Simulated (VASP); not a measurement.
# Nb (R-3m) in VASP: further runs, part 2 of 2

VASP 6.6.1. The steps go on from the part before.

## Step 4: Electric field gradients, PBE (equal xy, yz and zx shear strains of +2 %)

INCAR reads:

```
PREC = Accurate
ENCUT = 520
EDIFF = 1E-8
ISMEAR = -1
SIGMA = 0.08
LREAL = F
LASPH = T
NELM = 60
ALGO = Normal
ISIF = 2
LWAVE = F
LCHARG = F
GGA = PE
LEFG = T
NBANDS = 12
```

KPOINTS reads:

```
Automatic mesh
0
Gamma
  13 13 13
```

POSCAR reads:

```
Nb
1.0
    0.0423000000      2.1361500000      2.1361500000
    2.1361500000      0.0423000000      2.1361500000
    2.1361500000      2.1361500000      0.0423000000
Nb
1
Direct
    0.0000000000      0.0000000000      0.0000000000
```

Potentials or basis: VASP PAW PBE potentials, release 64 (Nb_sv).

Started as:

```bash
$ cat potpaw_PBE.64/Nb_sv/POTCAR > POTCAR
$ mpirun -np 1 vasp_std > vasp.out
```

OUTCAR:

```text
PREC = Accurate
   ENCUT = 520
   EDIFF = 1E-8
   ISMEAR = -1
   LREAL = F
   LASPH = T
   NELM = 60
   ISIF = 2
   GGA = PE

 ion  position               nearest neighbor table
   1  0.000  0.000  0.000-

  LATTYP: Found a trigonal (rhomboedric) cell.
 ALAT       =     3.0212684315
 COS(alpha) =     0.5197000882

  Lattice vectors:

 A1 = (   0.0423000000,   2.1361500000,   2.1361500000)
 A2 = (   2.1361500000,   0.0423000000,   2.1361500000)
 A3 = (   2.1361500000,   2.1361500000,   0.0423000000)

Analysis of symmetry for initial positions (statically):
=====================================================================
 Subroutine PRICEL returns:
 Original cell was already a primitive cell.

[... 542 lines left out ...]
  in kB      -14.5152239    -14.5152239    -14.5152239      7.8012764      7.8012764      7.8012764
  external PRESSURE =     -14.5152239 kB  Pullay stress =       0.0000000 kB

 VOLUME and BASIS-vectors are now :
 -----------------------------------------------------------------------------
  energy-cutoff  :      520.00
  volume of cell :       18.92
      direct lattice vectors                 reciprocal lattice vectors
     0.042300000  2.136150000  2.136150000    -0.241135688  0.236453442  0.236453442
     2.136150000  0.042300000  2.136150000     0.236453442 -0.241135688  0.236453442
     2.136150000  2.136150000  0.042300000     0.236453442  0.236453442 -0.241135688

 POSITION                                       TOTAL-FORCE (eV/Angst)
 -----------------------------------------------------------------------------------
      0.00000      0.00000      0.00000         0.000000      0.000000      0.000000
 -----------------------------------------------------------------------------------
    total drift:                                0.000000      0.000000      0.000000

  FREE ENERGIE OF THE ION-ELECTRON SYSTEM (eV)
  ---------------------------------------------------
  free  energy   TOTEN  =        -9.9116242514 eV

  energy  without entropy=       -9.8789150396  energy(sigma->0) =       -9.89526965

 Electric field gradients (V/A^2)
---------------------------------------------------------------------
 ion       V_xx      V_yy      V_zz      V_xy      V_xz      V_yz
---------------------------------------------------------------------
   1      -0.000    -0.000    -0.000    -2.454    -2.454    -2.454
---------------------------------------------------------------------

 Electric field gradients after diagonalization (V/A^2)
 (convention: |V_zz| > |V_xx| > |V_yy|)
----------------------------------------------------------------------
 ion       V_xx      V_yy      V_zz     asymmetry (V_yy - V_xx)/ V_zz
----------------------------------------------------------------------
   1       2.454     2.454    -4.908       0.000
----------------------------------------------------------------------

           NMR quadrupolar parameters

 Cq : quadrupolar parameter    Cq=e*Q*V_zz/h
 eta: asymmetry parameters     (V_yy - V_xx)/ V_zz
 Q  : nuclear electric quadrupole moment in mb (millibarn)
----------------------------------------------------------------------
 ion       Cq(MHz)       eta       Q (mb)
----------------------------------------------------------------------
   1      -0.012       0.000       1.000
----------------------------------------------------------------------
```

OSZICAR:

```text
N       E                     dE             d eps       ncg     rms          rms(c)
DAV:   1     0.116535032979E+03    0.11654E+03   -0.72211E+03  5552   0.107E+03
DAV:   2    -0.547928903161E+01   -0.12201E+03   -0.11791E+03  5948   0.387E+02
DAV:   3    -0.100540926056E+02   -0.45748E+01   -0.43458E+01  7956   0.650E+01
DAV:   4    -0.103706865774E+02   -0.31659E+00   -0.31360E+00  8036   0.156E+01
DAV:   5    -0.103815244426E+02   -0.10838E-01   -0.10833E-01  7976   0.237E+00    0.657E+00
DAV:   6    -0.995833338863E+01    0.42319E+00   -0.66982E-01  8848   0.101E+01    0.232E+00
DAV:   7    -0.990703289948E+01    0.51300E-01   -0.20199E-01  9140   0.554E+00    0.101E+00
DAV:   8    -0.991154962311E+01   -0.45167E-02   -0.12899E-02  6656   0.149E+00    0.425E-02
DAV:   9    -0.991161055373E+01   -0.60931E-04   -0.90508E-04  9348   0.311E-01    0.411E-02
DAV:  10    -0.991162971969E+01   -0.19166E-04   -0.19214E-05  6604   0.614E-02    0.129E-02
DAV:  11    -0.991162482367E+01    0.48960E-05   -0.40004E-06  7504   0.324E-02    0.436E-03
DAV:  12    -0.991162440547E+01    0.41820E-06   -0.62116E-07  8556   0.128E-02    0.101E-03
DAV:  13    -0.991162425647E+01    0.14900E-06   -0.15519E-08  6632   0.133E-03    0.346E-04
DAV:  14    -0.991162425139E+01    0.50784E-08   -0.37564E-09  4132   0.111E-03
   1 F= -.99116243E+01 E0= -.98952696E+01  d E =-.327092E-01
```

Run time: 65 s. Hardware: 1 thread of Intel Xeon 8259CL, shared host; peak memory 0.18 GiB.

What came out:

```yaml
Free_energy: -9.9116 eV
Pressure: -1.5 GPa
Band_gap_on_the_k_mesh: zero (an odd number of electrons rules out a gap without spin polarisation)
Largest_electric_field_gradient_by_atom: Nb -4.9 V/Å²
```

Electric field gradients, principal values (V/Å²):
```tsv
atom	least	middle	greatest (by size)
1 Nb	2.454	2.454	-4.908
```

Caveat: the cell differs from its parent crystal (equal xy, yz and zx shear strains of +2 %); without QUAD_EFG the Cq values of the log hold for a quadrupole moment of 1 mb, not for the nuclei.

## Step 5: Summary

```tsv
cell	gap on the mesh (eV)	pressure (GPa)
a = 2.947 Å, angles 62.0°, 1 atom	none	-1.6
a = 2.976 Å, angles 60.7°, 1 atom	none	-1.4
a = 3.021 Å, angles 58.7°, 1 atom	none	-1.5
```

Alike in all rows: task electric field gradients; level PBE; potentials or basis VASP PAW PBE potentials, release 64 (Nb_sv); no spin polarisation; k mesh 13 × 13 × 13; cutoff (eV) 520; smearing fermi-dirac 0.08 eV.

Absolute energies hang on the potentials; compare differences alone.
